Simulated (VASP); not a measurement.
# Ge (Fd-3m) in VASP: notebook

Runs on Ge. Level: LDA. Tasks: electric field gradients.

All numbers are computed with VASP 6.6.1; they aren't measurements. Logs are shortened: lines on timing, memory, paths and dates and some standing lists are left out, and cuts for length are marked.

**Experimental background.**

“Temperature-dependent photoluminescence in Ge: experiment and theory”, 2020, arxiv:2003.00143 reports, for a bulk crystal of Ge at 0 K: band gap 0.744 eV (indirect).

How close the calculation comes is told below.

## (1) The cell of the first run

It takes space group Fd-3m (No. 227, cubic). Conventional cell: a = 5.658 Å, b = 5.658 Å, c = 5.658 Å, α = 90.00°, β = 90.00°, γ = 90.00°. Within 3.2 Å of Ge (site symmetry -43m) lie 4 Ge at 2.45 Å.

## (2) Electric field gradients, LDA

Contents of INCAR:

```
PREC = Accurate ; ENCUT = 520
EDIFF = 1E-8 ; ISMEAR = -1
SIGMA = 0.05 ; LREAL = F
LASPH = T ; NELM = 80
ALGO = Normal ; ISIF = 2
LWAVE = F ; LCHARG = F
GGA = CA ; LEFG = T
NBANDS = 21
```

Contents of KPOINTS:

```
regular mesh
0
Gamma
  10 10 10
```

Contents of POSCAR:

```
Ge
1.0
    0.0000000000      2.8287700000      2.8287700000
    2.8287700000      0.0000000000      2.8287700000
    2.8287700000      2.8287700000      0.0000000000
Ge
2
Direct
    0.5000000000      0.5000000000      0.5000000000
    0.7500000000      0.7500000000      0.7500000000
```

Potentials or basis: VASP PAW LDA potentials, release 64 (Ge_d).

Started as:

```bash
cat potpaw_LDA.64/Ge_d/POTCAR > POTCAR
mpirun -np 1 vasp_std > vasp.out
```

OUTCAR:

```text
PREC = Accurate
   ENCUT = 520
   EDIFF = 1E-8
   ISMEAR = -1
   LREAL = F
   LASPH = T
   NELM = 80
   ISIF = 2
   GGA = CA

 ion  position               nearest neighbor table
   1  0.500  0.500  0.500-   2 2.45   2 2.45   2 2.45   2 2.45
   2  0.750  0.750  0.750-   1 2.45   1 2.45   1 2.45   1 2.45

  LATTYP: Found a face centered cubic cell.
 ALAT       =     5.6575400000

  Lattice vectors:

 A1 = (   0.0000000000,   2.8287700000,   2.8287700000)
 A2 = (   2.8287700000,   0.0000000000,   2.8287700000)
 A3 = (   2.8287700000,   2.8287700000,   0.0000000000)

Analysis of symmetry for initial positions (statically):
=====================================================================
 Subroutine PRICEL returns:
 Original cell was already a primitive cell.

 Routine SETGRP: Setting up the symmetry group for a
 face centered cubic supercell.

 Subroutine GETGRP returns: Found 48 space group operations
 (whereof 24 operations were pure point group operations)
 out of a pool of 48 trial point group operations.

The static configuration has the point symmetry T_d .
 The point group associated with its full space group is O_h .

Analysis of symmetry for dynamics (positions and initial velocities):
=====================================================================
 Subroutine PRICEL returns:
 Original cell was already a primitive cell.

 Routine SETGRP: Setting up the symmetry group for a
 face centered cubic supercell.

 Subroutine GETGRP returns: Found 48 space group operations
 (whereof 24 operations were pure point group operations)
 out of a pool of 48 trial point group operations.

The dynamic configuration has the point symmetry T_d .
 The point group associated with its full space group is O_h .

 Subroutine INISYM returns: Found 48 space group operations
 (whereof 24 operations are pure point group operations),
 and found     1 'primitive' translations

----------------------------------------------------------------------------------------

                                     Primitive cell

  volume of cell :      45.2713

  direct lattice vectors                    reciprocal lattice vectors
     0.000000000  2.828770000  2.828770000    -0.176755268  0.176755268  0.176755268
     2.828770000  0.000000000  2.828770000     0.176755268 -0.176755268  0.176755268
     2.828770000  2.828770000  0.000000000     0.176755268  0.176755268 -0.176755268

  length of vectors
     4.000484899  4.000484899  4.000484899     0.306149105  0.306149105  0.306149105

  position of ions in fractional coordinates (direct lattice)
     0.500000000  0.500000000  0.500000000
     0.750000000  0.750000000  0.750000000

  ion indices of the primitive-cell ions
   primitive index   ion index
                 1           1
                 2           2

----------------------------------------------------------------------------------------

 KPOINTS: regular mesh

Automatic generation of k-mesh.
 Grid dimensions read from file:
 generate k-points for:   10   10   10

 Generating k-lattice:

  Cartesian coordinates                     Fractional coordinates (reciprocal lattice)
    -0.017675527  0.017675527  0.017675527     0.100000000  0.000000000  0.000000000
     0.017675527 -0.017675527  0.017675527     0.000000000  0.100000000  0.000000000
     0.017675527  0.017675527 -0.017675527     0.000000000  0.000000000  0.100000000

  Length of vectors
     0.030614911  0.030614911  0.030614911

  Shift w.r.t. Gamma in fractional coordinates (k-lattice)
     0.000000000  0.000000000  0.000000000

 Subroutine IBZKPT returns following result:
 ===========================================

 Found     47 irreducible k-points:

 Following reciprocal coordinates:
            Coordinates               Weight
  0.000000  0.000000  0.000000      1.000000
  0.100000  0.000000  0.000000      8.000000
  0.200000  0.000000  0.000000      8.000000
  0.300000  0.000000  0.000000      8.000000
  0.400000  0.000000  0.000000      8.000000
  0.500000  0.000000  0.000000      4.000000
[... 16 lines left out ...]
  0.300000  0.300000  0.000000      6.000000
  0.400000  0.300000  0.000000     24.000000
 [... further k-points ...]
   k-points           NKPTS =     47   k-points in BZ     NKDIM =     47   number of bands    NBANDS=     21
   number of dos      NEDOS =    301   number of ions     NIONS =      2
   total plane-waves  NPLWV =  27000
   dimension x,y,z NGX =    30 NGY =   30 NGZ =   30
   dimension x,y,z NGXF=    60 NGYF=   60 NGZF=   60
   ions per type =               2
   NGX,Y,Z   is equivalent  to a cutoff of  12.47, 12.47, 12.47 a.u.
   NGXF,Y,Z  is equivalent  to a cutoff of  24.93, 24.93, 24.93 a.u.
 SYSTEM =  unknown system
   PREC   = accura    normal or accurate (medium, high low for compatibility)
   ISTART =      0    job   : 0-new  1-cont  2-samecut
   ICHARG =      2    charge: 1-file 2-atom 10-const
   ISPIN  =      1    spin polarized calculation?
   LNONCOLLINEAR =      F non collinear calculations
   LSORBIT =      F    spin-orbit coupling
   LASPH  =      T    aspherical Exc in radial PAW
   ENCUT  =  520.0 eV  38.22 Ry    6.18 a.u.   7.44  7.44  7.44*2*pi/ulx,y,z
   NELM   =     80;   NELMIN=  2; NELMDL= -5     # of ELM steps
   EDIFF  = 0.1E-07   stopping-criterion for ELM
   LREAL  =      F    real-space projection
   EDIFFG = 0.1E-06   stopping-criterion for IOM
   NSW    =      0    number of steps for IOM
   IBRION =     -1    ionic relax: 0-MD 1-quasi-New 2-CG
   NFREE  =      0    steps in history (QN), initial steepest desc. (CG)
   ISIF   =      2    stress and relaxation
   ISYM   =      2    0-nonsym 1-usesym 2-fastsym
   POTIM  = 0.5000    time-step for ionic-motion
   TEBEG  =    0.0;   TEEND  =   0.0 temperature during run
   PSTRESS=    0.0 pullay stress
   NELECT =      28.0000    total number of electrons
   NUPDOWN=      -1.0000    fix difference up-down
   EMIN   =  10.00;   EMAX   =-10.00  energy-range for DOS
   EFERMI =   0.00;   METHOD = LEGACY
   ISMEAR =    -1;   SIGMA  =   0.05  broadening in eV -4-tet -1-fermi 0-gaus
   EFERMI_NEDOS =   21; number of points for ismear=-14 and -15
   IALGO  =     38    algorithm
   IMIX   =      4    mixing-type and parameters
     AMIX     =   0.40;   BMIX     =  1.00
     AMIX_MAG =   1.60;   BMIX_MAG =  1.00
  volume/ion in A,a.u.               =      22.64       152.75
  Fermi-wavevector in a.u.,A,eV,Ry     =   1.394825  2.635838 26.470653  1.945538
  Thomas-Fermi vector in A             =   2.518337
   LORBIT       =      0    0 simple, 1 ext, 2 COOP (PROOUT), +10 PAW based schemes
   GGA     = CA    functional components
   LHFCALC =     F    Hartree Fock is set to
   AEXX    =    0.0000 exact exchange contribution
   IVDW    =     0    specifies the selected vdW correction
   LEPSILON=     F    determine dielectric tensor
   LRPA    =     F    only Hartree local field effects (RPA)
 non-spin polarized calculation
  energy-cutoff  :      520.00
  volume of cell :       45.27
 maximum number of plane-waves:      1243
 NGX is ok and might be reduce to    30
   NGX = 15   NGY = 15   NGZ = 15

 number of electron      28.0000022 magnetization

 Free energy of the ion-electron system (eV)
  ---------------------------------------------------
  ext. energy  EPLUGINS =         0.00000000
  ---------------------------------------------------
  free energy    TOTEN  =       -10.38620673 eV

  energy without entropy =      -10.38548116  energy(sigma->0) =      -10.38584394

 E-fermi :   4.7148     XC(G=0): -10.2890

 val. band max:        4.5829752702   @ k =   0.0000   0.0000   0.0000
 cond. band min:       4.7249883105   @ k =   0.0000   0.0000   0.0000
 fundamental gap:      0.1420130403
 Fermi energy:         4.7147964754

 k-point     1 :       0.0000    0.0000    0.0000
  band No.  band energies     occupation
      1     -20.2142      2.00000
      2     -20.2142      2.00000
      3     -20.2142      2.00000
      4     -20.1775      2.00000
      5     -20.1775      2.00000
      6     -19.9668      2.00000
[... 13 lines left out ...]
     20      14.2747      0.00000
     21      14.2747      0.00000
[... 529 lines left out ...]
 k-point    24 :       0.4000    0.3000    0.0000
  band No.  band energies     occupation
      1     -20.2478      2.00000
      2     -20.2422      2.00000
      3     -20.1979      2.00000
      4     -20.1144      2.00000
      5     -20.0942      2.00000
      6     -20.0707      2.00000
[... 13 lines left out ...]
     20      16.2192      0.00000
     21      16.5270      0.00000

 [... further k-points ...]

------------------------ aborting loop because EDIFF is reached ----------------------------------------

  FORCE on cell =-STRESS in cart. coord.  units (eV):
  Direction    XX          YY          ZZ          XY          YZ          ZX
  --------------------------------------------------------------------------------------
  -------------------------------------------------------------------------------------
  Total       -0.3355050     -0.3355050     -0.3355050      0.0000000      0.0000000      0.0000000
  in kB      -11.8737166    -11.8737166    -11.8737166      0.0000000      0.0000000      0.0000000
  external PRESSURE =     -11.8737166 kB  Pullay stress =       0.0000000 kB

 VOLUME and BASIS-vectors are now :
 -----------------------------------------------------------------------------
  energy-cutoff  :      520.00
  volume of cell :       45.27
      direct lattice vectors                 reciprocal lattice vectors
     0.000000000  2.828770000  2.828770000    -0.176755268  0.176755268  0.176755268
     2.828770000  0.000000000  2.828770000     0.176755268 -0.176755268  0.176755268
     2.828770000  2.828770000  0.000000000     0.176755268  0.176755268 -0.176755268

 POSITION                                       TOTAL-FORCE (eV/Angst)
 -----------------------------------------------------------------------------------
      2.82877      2.82877      2.82877         0.000000     -0.000000     -0.000000
      4.24315      4.24315      4.24315        -0.000000      0.000000      0.000000
 -----------------------------------------------------------------------------------
    total drift:                                0.000000     -0.000000      0.000000

  FREE ENERGIE OF THE ION-ELECTRON SYSTEM (eV)
  ---------------------------------------------------
  free  energy   TOTEN  =       -10.3862067278 eV

  energy  without entropy=      -10.3854811618  energy(sigma->0) =      -10.38584394

 Electric field gradients (V/A^2)
---------------------------------------------------------------------
 ion       V_xx      V_yy      V_zz      V_xy      V_xz      V_yz
---------------------------------------------------------------------
   1      -0.000    -0.000     0.000     0.003     0.003     0.003
   2      -0.000    -0.000     0.000     0.003     0.003     0.003
---------------------------------------------------------------------

 Electric field gradients after diagonalization (V/A^2)
 (convention: |V_zz| > |V_xx| > |V_yy|)
----------------------------------------------------------------------
 ion       V_xx      V_yy      V_zz     asymmetry (V_yy - V_xx)/ V_zz
----------------------------------------------------------------------
   1      -0.003    -0.003     0.007       0.000
   2      -0.003    -0.003     0.007       0.000
----------------------------------------------------------------------

           NMR quadrupolar parameters

 Cq : quadrupolar parameter    Cq=e*Q*V_zz/h
 eta: asymmetry parameters     (V_yy - V_xx)/ V_zz
 Q  : nuclear electric quadrupole moment in mb (millibarn)
----------------------------------------------------------------------
 ion       Cq(MHz)       eta       Q (mb)
----------------------------------------------------------------------
   1       0.000       0.000       1.000
   2       0.000       0.000       1.000
----------------------------------------------------------------------
```

It took 18 s on 1 thread of Intel Xeon 6975P-C (Granite Rapids), shared host; peak memory 0.16 GiB.

What came out:

```yaml
Free_energy: -10.3862 eV
Pressure: -1.2 GPa
Band_gap_on_the_k_mesh: zero (filled and empty bands touch)
```

Levels at points of the mesh, in eV from the Fermi level:
```csv
k point,band 12,band 13,band 14,band 15,band 16,band 17
"(0.00, 0.00, 0.00)",-0.13,0.01,0.01,0.01,2.54,2.54
"(0.50, 0.00, 0.00)",-7.63,-1.39,-1.39,0.08,3.73,3.73
"(0.50, 0.50, 0.00)",-8.91,-3.07,-3.07,0.68,0.68,9.42
```

Caveat: without QUAD_EFG the Cq values of the log hold for a quadrupole moment of 1 mb, not for the nuclei.

## (3) Electric field gradients, LDA (volume scaled by 1.02)

Contents of INCAR:

```
ALGO = Normal ; EDIFF = 1E-8
ENCUT = 520 ; ISIF = 2
ISMEAR = -1 ; LASPH = T
LCHARG = F ; LEFG = T
LREAL = F ; LWAVE = F
NBANDS = 21 ; NELM = 100
PREC = Accurate ; SIGMA = 0.05
```

Contents of KPOINTS:

```
k-points
0
Gamma
  10 10 10
```

Contents of POSCAR:

```
Ge
1.0
    0.0000000000      2.8475041221      2.8475041221
    2.8475041221      0.0000000000      2.8475041221
    2.8475041221      2.8475041221      0.0000000000
Ge
2
Direct
    0.5000000000      0.5000000000      0.5000000000
    0.7500000000      0.7500000000      0.7500000000
```

Potentials or basis: VASP PAW LDA potentials, release 64 (Ge_d).

Started as:

```bash
cat potpaw_LDA.64/Ge_d/POTCAR > POTCAR
mpirun -np 1 vasp_std > vasp.out
```

OUTCAR:

```text
EDIFF = 1E-8
   ENCUT = 520
   ISIF = 2
   ISMEAR = -1
   LASPH = T
   LREAL = F
   NELM = 100
   PREC = Accurate

 ion  position               nearest neighbor table
   1  0.500  0.500  0.500-   2 2.47   2 2.47   2 2.47   2 2.47
   2  0.750  0.750  0.750-   1 2.47   1 2.47   1 2.47   1 2.47

  LATTYP: Found a face centered cubic cell.
 ALAT       =     5.6950082442

  Lattice vectors:

 A1 = (   0.0000000000,   2.8475041221,   2.8475041221)
 A2 = (   2.8475041221,   0.0000000000,   2.8475041221)
[... 790 lines left out ...]
  ---------------------------------------------------
  free  energy   TOTEN  =       -10.3762062228 eV

  energy  without entropy=      -10.3752716146  energy(sigma->0) =      -10.37573892

 Electric field gradients (V/A^2)
---------------------------------------------------------------------
 ion       V_xx      V_yy      V_zz      V_xy      V_xz      V_yz
---------------------------------------------------------------------
   1      -0.000     0.000     0.000     0.004     0.004     0.004
   2      -0.000     0.000     0.000     0.004     0.004     0.004
---------------------------------------------------------------------

 Electric field gradients after diagonalization (V/A^2)
 (convention: |V_zz| > |V_xx| > |V_yy|)
----------------------------------------------------------------------
 ion       V_xx      V_yy      V_zz     asymmetry (V_yy - V_xx)/ V_zz
----------------------------------------------------------------------
   1      -0.004    -0.004     0.008       0.000
   2      -0.004    -0.004     0.008       0.000
----------------------------------------------------------------------

           NMR quadrupolar parameters

 Cq : quadrupolar parameter    Cq=e*Q*V_zz/h
 eta: asymmetry parameters     (V_yy - V_xx)/ V_zz
 Q  : nuclear electric quadrupole moment in mb (millibarn)
----------------------------------------------------------------------
 ion       Cq(MHz)       eta       Q (mb)
----------------------------------------------------------------------
   1       0.000       0.000       1.000
   2       0.000       0.000       1.000
----------------------------------------------------------------------
```

It took 17 s on 1 thread of Intel Xeon 6975P-C (Granite Rapids), shared host; peak memory 0.16 GiB.

What came out:

| Property | Result |
| --- | --- |
| Free energy | -10.3762 eV |
| Pressure | -2.4 GPa |
| Band gap on the k mesh | zero (filled and empty bands touch) |

Caveat: without QUAD_EFG the Cq values of the log hold for a quadrupole moment of 1 mb, not for the nuclei.

## (4) How close it comes

Step 2. A measured gap of Ge is 0.744 eV (indirect; 0 K; “Temperature-dependent photoluminescence in Ge: experiment and theory”, 2020, arxiv:2003.00143); the calculated 0.00 eV misses it by -0.74 eV. 3 values of this kind are on record (0.666 to 0.807 eV); this one was drawn at random among those near their median. Spin-orbit coupling on Ge is left out. The value is that of LDA on a finite k mesh, which can miss the band edges, without temperature or zero-point motion. Semilocal functionals fall short of measured gaps as a rule.
